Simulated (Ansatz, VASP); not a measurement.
**Two plane-wave programs on Ba**

```xyz
1
Lattice="4.3116 0.0000 0.0000 -2.1558 3.7340 0.0000 0.0000 0.0000 3.9134" Properties=species:S:1:pos:R:3 pbc="T T T"
Ba    0.0000    0.0000    0.0000
```

Alike in both runs: task single point; functional PBE; k mesh 6 × 6 × 4; occupations methfessel-paxton of order 1, width 0.044 eV; no spin polarisation.

|  | VASP | Ansatz |
| --- | --- | --- |
| version | VASP 6.6.1 | Ansatz 0.2.0 |
| potentials or method | VASP PAW PBE potentials, release 64 (Ba_sv), cutoff 500 eV | scalar-relativistic, plane waves, PAW |
| valence electrons in the cell | 10 | 10 |

```csv
,VASP,Ansatz,Ansatz less VASP
gap on the k mesh at the Fermi level (eV),none,none,-
pressure (GPa),0.1,0.0,-0.09
"traceless stress, the component that is largest in VASP (GPa)",0.62,0.59,-0.032
```

A gap of «none» marks a metal or a gap that the smearing closes.

The k mesh is coarse, so the values compare programs but aren't converged. Neither program's run includes spin-orbit coupling.
